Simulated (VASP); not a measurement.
# Li2O (Fm-3m) in VASP: single point with r2SCAN

Aim: the single point of Li2O with r2SCAN.

Program: VASP 6.6.1. These are calculated values, not measurements. Logs are shortened: lines on timing, memory, paths and dates and some standing lists are left out, and cuts for length are marked.

## (1) The cell of the first run

Symmetry: Fm-3m, No. 225, cubic system. Conventional cell: a = 4.619 Å, b = 4.619 Å, c = 4.619 Å, α = 90.00°, β = 90.00°, γ = 90.00°. Li (site symmetry -43m) has 4 O at 2.00 Å and 6 Li at 2.31 Å within 2.7 Å. Within 2.7 Å of O (site symmetry m-3m) lie 8 Li at 2.00 Å.

## (2) Single point, r2SCAN

POSCAR reads:

```
Li2O
1.0
    0.0000000000      2.3095000000      2.3095000000
    2.3095000000      0.0000000000      2.3095000000
    2.3095000000      2.3095000000      0.0000000000
Li O
2 1
Direct
    0.2500000000      0.2500000000      0.2500000000
    0.7500000000      0.7500000000      0.7500000000
    0.0000000000      0.0000000000      0.0000000000
```

INCAR.step1 reads:

```
SYSTEM = Li2O
PREC = Accurate ; ENCUT = 830
ISMEAR = 0 ; SIGMA = 0.1
LREAL = .False. ; LASPH = .True.
NELM = 120 ; NBANDS = 13
GGA = PE ; ALGO = Normal
EDIFF = 1E-5 ; LWAVE = .True.
LCHARG = .False. ; GGA_COMPAT = .False.
```

INCAR.step2 reads:

```
SYSTEM = Li2O
PREC = Accurate ; ENCUT = 830
EDIFF = 1E-6 ; ISMEAR = 0
SIGMA = 0.1 ; LREAL = .False.
LASPH = .True. ; NELM = 120
ALGO = Normal ; ISIF = 2
LWAVE = .False. ; LCHARG = .True.
METAGGA = R2SCAN ; LMIXTAU = .True.
LELF = .True. ; LVHAR = .True.
NBANDS = 13 ; ISTART = 1
GGA_COMPAT = .False.
```

KPOINTS reads:

```
regular mesh
0
Gamma
  6 6 6
  0 0 0
```

Potentials or basis: VASP PAW PBE potentials, release 64 (Li_sv, O).

The run is started by

```bash
$ cat potpaw_PBE.64/Li_sv/POTCAR potpaw_PBE.64/O/POTCAR > POTCAR
$ cp INCAR.step1 INCAR
$ mpirun -np 1 vasp_std > vasp.out
$ cp INCAR.step2 INCAR
$ mpirun -np 1 vasp_std > vasp.out
```

OUTCAR:

```text
SYSTEM = Li2O
   PREC = Accurate
   ENCUT = 830
   EDIFF = 1E-6
   ISMEAR = 0
   LREAL = .False.
   LASPH = .True.
   NELM = 120
   ISIF = 2
   METAGGA = R2SCAN
   ISTART = 1

 ion  position               nearest neighbor table
   1  0.250  0.250  0.250-   3 2.00   3 2.00   3 2.00   3 2.00   2 2.31   2 2.31   2 2.31   2 2.31
                             2 2.31   2 2.31
   2  0.750  0.750  0.750-   3 2.00   3 2.00   3 2.00   3 2.00   1 2.31   1 2.31   1 2.31   1 2.31
                             1 2.31   1 2.31
   3  0.000  0.000  0.000-   2 2.00   2 2.00   2 2.00   1 2.00   2 2.00   1 2.00   1 2.00   1 2.00

  LATTYP: Found a face centered cubic cell.
 ALAT       =     4.6190000000

  Lattice vectors:

 A1 = (   0.0000000000,   2.3095000000,   2.3095000000)
 A2 = (   2.3095000000,   0.0000000000,   2.3095000000)
 A3 = (   2.3095000000,   2.3095000000,   0.0000000000)

Analysis of symmetry for initial positions (statically):
=====================================================================
 Subroutine PRICEL returns:
 Original cell was already a primitive cell.

 Routine SETGRP: Setting up the symmetry group for a
 face centered cubic supercell.

 Subroutine GETGRP returns: Found 48 space group operations
 (whereof 48 operations were pure point group operations)
 out of a pool of 48 trial point group operations.

The static configuration has the point symmetry O_h .

Analysis of symmetry for dynamics (positions and initial velocities):
=====================================================================
 Subroutine PRICEL returns:
 Original cell was already a primitive cell.

 Routine SETGRP: Setting up the symmetry group for a
 face centered cubic supercell.

 Subroutine GETGRP returns: Found 48 space group operations
 (whereof 48 operations were pure point group operations)
 out of a pool of 48 trial point group operations.

The dynamic configuration has the point symmetry O_h .

 Subroutine INISYM returns: Found 48 space group operations
 (whereof 48 operations are pure point group operations),
 and found     1 'primitive' translations

----------------------------------------------------------------------------------------

                                     Primitive cell

  volume of cell :      24.6368

  direct lattice vectors                    reciprocal lattice vectors
     0.000000000  2.309500000  2.309500000    -0.216497077  0.216497077  0.216497077
     2.309500000  0.000000000  2.309500000     0.216497077 -0.216497077  0.216497077
     2.309500000  2.309500000  0.000000000     0.216497077  0.216497077 -0.216497077

  length of vectors
[... 88 lines left out ...]
   EMIN   =  10.00;   EMAX   =-10.00  energy-range for DOS
   EFERMI =   0.00;   METHOD = LEGACY
   ISMEAR =     0;   SIGMA  =   0.10  broadening in eV -4-tet -1-fermi 0-gaus
   EFERMI_NEDOS =   21; number of points for ismear=-14 and -15
   IALGO  =     38    algorithm
   IMIX   =      4    mixing-type and parameters
     AMIX     =   0.40;   BMIX     =  1.00
     AMIX_MAG =   1.60;   BMIX_MAG =  1.00
  volume/ion in A,a.u.               =       8.21        55.42
  Fermi-wavevector in a.u.,A,eV,Ry     =   1.288073  2.434106 22.573876  1.659133
  Thomas-Fermi vector in A             =   2.420049
   LORBIT       =      0    0 simple, 1 ext, 2 COOP (PROOUT), +10 PAW based schemes
   METAGGA = R2SCAN    functional components
   LHFCALC =     F    Hartree Fock is set to
   AEXX    =    0.0000 exact exchange contribution
   IVDW    =     0    specifies the selected vdW correction
   LEPSILON=     F    determine dielectric tensor
   LRPA    =     F    only Hartree local field effects (RPA)
 non-spin polarized calculation
 Gauss-broadening in eV      SIGMA  =   0.10
  energy-cutoff  :      830.00
  volume of cell :       24.64
 maximum number of plane-waves:      1363
 NGX is ok and might be reduce to    32
   NGX = 15   NGY = 15   NGZ = 15

 number of electron      11.9999999 magnetization

 Free energy of the ion-electron system (eV)
  ---------------------------------------------------
  ext. energy  EPLUGINS =         0.00000000
  ---------------------------------------------------
  free energy    TOTEN  =       -16.83769369 eV

  energy without entropy =      -16.83769369  energy(sigma->0) =      -16.83769369

 E-fermi :   1.5421     XC(G=0): -10.2726

 val. band max:        0.9288278677   @ k =   0.0000   0.0000   0.0000
 cond. band min:       6.5982936153   @ k =   0.5000   0.5000   0.0000
 fundamental gap:      5.6694657476
 Fermi energy:         1.5420698042

 k-point     1 :       0.0000    0.0000    0.0000
  band No.  band energies     occupation
      1     -43.3425      2.00000
      2     -43.0241      2.00000
      3     -15.4458      2.00000
      4       0.9288      2.00000
      5       0.9288      2.00000
      6       0.9288      2.00000
      7       7.0122      0.00000
      8      14.0204      0.00000
      9      14.0204      0.00000
     10      14.0204      0.00000
     11      21.1324      0.00000
     12      21.1324      0.00000
     13      21.1324      0.00000
[... 226 lines left out ...]
  band No.  band energies     occupation
      1     -43.1908      2.00000
      2     -43.1391      2.00000
      3     -15.1898      2.00000
      4      -0.7645      2.00000
      5      -0.5896      2.00000
      6      -0.4947      2.00000
      7       8.0678      0.00000
      8      13.2894      0.00000
      9      15.9645      0.00000
     10      16.5903      0.00000
     11      19.0754      0.00000
     12      22.3937      0.00000
     13      24.2439      0.00000

------------------------ aborting loop because EDIFF is reached ----------------------------------------

  FORCE on cell =-STRESS in cart. coord.  units (eV):
  Direction    XX          YY          ZZ          XY          YZ          ZX
  --------------------------------------------------------------------------------------
  -------------------------------------------------------------------------------------
  Total       -0.3900117     -0.3900117     -0.3900117      0.0000000      0.0000000      0.0000000
  in kB      -25.3632168    -25.3632168    -25.3632168      0.0000000      0.0000000      0.0000000
  external PRESSURE =     -25.3632168 kB  Pullay stress =       0.0000000 kB

 VOLUME and BASIS-vectors are now :
 -----------------------------------------------------------------------------
  energy-cutoff  :      830.00
  volume of cell :       24.64
      direct lattice vectors                 reciprocal lattice vectors
     0.000000000  2.309500000  2.309500000    -0.216497077  0.216497077  0.216497077
     2.309500000  0.000000000  2.309500000     0.216497077 -0.216497077  0.216497077
     2.309500000  2.309500000  0.000000000     0.216497077  0.216497077 -0.216497077

 POSITION                                       TOTAL-FORCE (eV/Angst)
 -----------------------------------------------------------------------------------
      1.15475      1.15475      1.15475        -0.000000     -0.000000     -0.000000
      3.46425      3.46425      3.46425         0.000000      0.000000      0.000000
      0.00000      0.00000      0.00000        -0.000000     -0.000000     -0.000000
 -----------------------------------------------------------------------------------
    total drift:                                0.000000     -0.000000      0.000000

  FREE ENERGIE OF THE ION-ELECTRON SYSTEM (eV)
  ---------------------------------------------------
  free  energy   TOTEN  =       -16.8376936897 eV

  energy  without entropy=      -16.8376936897  energy(sigma->0) =      -16.83769369
```

OUTCAR.step1:

```text
SYSTEM = Li2O
   PREC = Accurate
   ENCUT = 830
   ISMEAR = 0
   LREAL = .False.
   LASPH = .True.
   NELM = 120
[... 471 lines left out ...]
      1.15475      1.15475      1.15475        -0.000000     -0.000000      0.000000
      3.46425      3.46425      3.46425         0.000000      0.000000     -0.000000
      0.00000      0.00000      0.00000         0.000000      0.000000     -0.000000
 -----------------------------------------------------------------------------------
    total drift:                                0.000000     -0.000000      0.000000

  FREE ENERGIE OF THE ION-ELECTRON SYSTEM (eV)
  ---------------------------------------------------
  free  energy   TOTEN  =       -14.3569964562 eV

  energy  without entropy=      -14.3569964562  energy(sigma->0) =      -14.35699646
```

Wall time 75 s (1 thread of Intel Xeon 8259CL, shared host); peak memory 0.18 GiB.

Results:

```
Free energy            : -16.8377 eV
Pressure               : -2.5 GPa
Band gap on the k mesh : 5.67 eV (least direct gap 6.08 eV)
```

Levels at points of the mesh, in eV from the valence-band top:
```
           k point  band 2  band 3  band 4  band 5  band 6  band 7  band 8  band 9  band 10  band 11
(0.00, 0.00, 0.00)  -43.95  -16.37    0.00    0.00    0.00    6.08   13.09   13.09    13.09    20.20
(0.50, 0.00, 0.00)  -44.10  -16.17   -2.73   -0.44   -0.44   10.07   10.84   13.05    13.05    19.31
(0.50, 0.50, 0.00)  -44.04  -16.13   -1.57   -1.38   -1.38    5.67   14.74   14.74    16.00    17.03
```

Caveat: the PAW data sets were made with another functional, which shifts forces and pressure a little. r2SCAN opens gaps a little over a GGA but as a rule still falls short of measured ones.
